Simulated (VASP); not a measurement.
Write the native input for VASP 6.6.1 that does the following.

```
Task                   : single point
Functional             : PBE
Potentials or basis    : VASP PAW PBE potentials, release 64 (Pb_d, O)
Cutoff                 : 520 eV
k mesh                 : 8 × 8 × 6
Occupations            : gaussian, width 0.05 eV
Spin                   : no spin polarisation
Dipole correction      : no
Further INCAR settings : ALGO = Normal; EDIFF = 1e-06; NBANDS = 28
```

The structure of PbO lies in POSCAR:

```
PbO
1.0
    3.9744000000      0.0000000000      0.0000000000
    0.0000000000      3.9744000000      0.0000000000
    0.0000000000      0.0000000000      4.7709000000
Pb O
2 2
Direct
    0.0000000000      0.5000000000      0.2351000000
    0.5000000000      0.0000000000      0.7649000000
    0.0000000000      0.0000000000      0.0000000000
    0.5000000000      0.5000000000      0.0000000000
```

This cell differs from its parent crystal: strain +0.000 along x and y, -0.050 along z.

One way to write it, as run:

INCAR

```
PREC = Accurate
ENCUT = 520
EDIFF = 1E-6
ISMEAR = 0
SIGMA = 0.05
LREAL = F
LASPH = T
NELM = 60
ALGO = Normal
ISIF = 2
LWAVE = F
LCHARG = F
GGA = PE
NBANDS = 28
```

KPOINTS

```
Automatic mesh
0
Gamma
  8 8 6
```

Potentials or basis: VASP PAW PBE potentials, release 64 (Pb_d, O).

The run is started by

```bash
$ cat potpaw_PBE.64/Pb_d/POTCAR potpaw_PBE.64/O/POTCAR > POTCAR
$ mpirun -np 1 vasp_std > vasp.out
```

Results of the run:

The pressure is 9.6 GPa. The largest force is 1.383 eV/Å and the band gap on the k mesh is 1.29 eV, indirect (least direct gap 2.27 eV).

Caveat: the cell differs from its parent crystal (strain +0.000 along x and y, -0.050 along z); spin-orbit coupling is left out, which moves the levels of the heavy elements; forces of over 1 eV/Å act on the atoms, so gaps and moduli don't describe the material at rest.

It took 46 s on 1 thread of Intel(R) Xeon(R) 6975P-C (Granite Rapids), with other jobs on the host, peak memory 0.24 GiB.
